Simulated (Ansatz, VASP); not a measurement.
Two plane-wave programs on Zn

```
Zn
1.0
     2.66480    0.00000    0.00000
    -1.33240    2.30778    0.00000
     0.00000    0.00000    4.99617
Zn
2
Cartesian
  0.0000 1.5385 1.2490
  1.3324 0.7693 3.7471
```

Change from the starting cell: zz strain of +1 %, PAW files.

Alike in both runs: task electric field gradients; functional PBE; k mesh 18 × 18 × 8; occupations fermi-dirac, width 0.03 eV; no spin polarisation.

|  | VASP | Ansatz |
| --- | --- | --- |
| version | VASP 6.6.1 | Ansatz 0.2.0 |
| potentials or method | VASP PAW PBE potentials, release 64 (Zn) | PAW with Ansatz's default frozen-core files, scalar-relativistic |
| plane-wave cutoff (eV) | 520 | 420 |
| valence electrons in the cell | 24 | 24 |

```tsv
	VASP	Ansatz	Ansatz less VASP
pressure (GPa)	-0.6	-0.9	-0.31
traceless stress, the component that is largest in VASP (GPa)	0.87	1.03	+0.161
size of Vzz on the site where it differs most (V/Å²)	37.1	36.8	-0.25
```

The functional is the same, so the differences come from potentials, cutoffs and numerics.
